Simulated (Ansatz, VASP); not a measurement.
# Two plane-wave programs on La

The input INCAR:

```
SYSTEM = La
ALGO     = Normal         ! electronic algorithm
EDIFF    = 1E-7           ! SCF threshold, eV
EDIFFG   = -0.03          ! ionic threshold
ENCUT    = 600            ! plane-wave cutoff, eV
GGA      = PE             ! functional
IBRION   = 2              ! ionic algorithm
ISIF     = 3              ! what is computed and relaxed
ISMEAR   = 0              ! smearing method
LASPH    = .True.         ! aspherical terms in the spheres
LCHARG   = .False.        ! write CHGCAR
LREAL    = .False.        ! projectors in reciprocal space
LWAVE    = .False.        ! write WAVECAR
NELM     = 100            ! most SCF steps
NSW      = 80             ! ionic steps
PREC     = Accurate       ! precision mode
SIGMA    = 0.05           ! smearing width, eV
```

The input KPOINTS:

```
k-points
0
Gamma
  6 6 4
  0 0 0
```

POSCAR

```
La
1.0
    3.7509925602      0.0000000000      0.0000000000
   -1.8754962801      3.2484548466      0.0000000000
    0.0000000000      0.0000000000      6.1266211817
La
2
Direct
    0.3333333333      0.6666666667      0.7500000000
    0.6666666667      0.3333333333      0.2500000000
```

Input for Ansatz:

```yaml
crystal:
  lattice:
    - [3.7509925602, 0.0, 0.0]
    - [-1.8754962801, 3.2484548466, 0.0]
    - [0.0, 0.0, 6.1266211817]
  atoms:
    - { symbol: La, position: [0.3333333333, 0.6666666667, 0.75] }
    - { symbol: La, position: [0.6666666667, 0.3333333333, 0.25] }
basis:
  ecutwfc: 420
  ecutrho_ratio: 4
kpoints:
  mp_grid: { grid: [6, 6, 4] }
hamiltonian:
  xc: pbe
scf:
  occupations: { method: gaussian, width: 0.05 }
output:
  forces: true
  stress: true
  eigenvalues: true
relax:
  f_tol: 0.03
  max_steps: 60
  cell: { stress_tol: 0.6 }
```

Alike in both runs: task relaxation of cell and atoms; functional PBE; k mesh 6 × 6 × 4; occupations gaussian, width 0.05 eV; no spin polarisation.

|  | VASP | Ansatz |
| --- | --- | --- |
| version | VASP 6.6.1 | Ansatz 0.2.0 |
| potentials or method | VASP PAW PBE potentials, release 64 (La), cutoff 600 eV | scalar-relativistic, plane waves, PAW |
| valence electrons in the cell | 22 | 22 |

|  | VASP | Ansatz | Ansatz less VASP |
| --- | --- | --- | --- |
| relaxed volume (Å³/atom) | 37.72 | 37.33 | -0.398 |
| relaxed cell length with the largest relative difference (Å) | 6.151 | 6.127 | -0.0239 |

Neither program's run includes spin-orbit coupling.
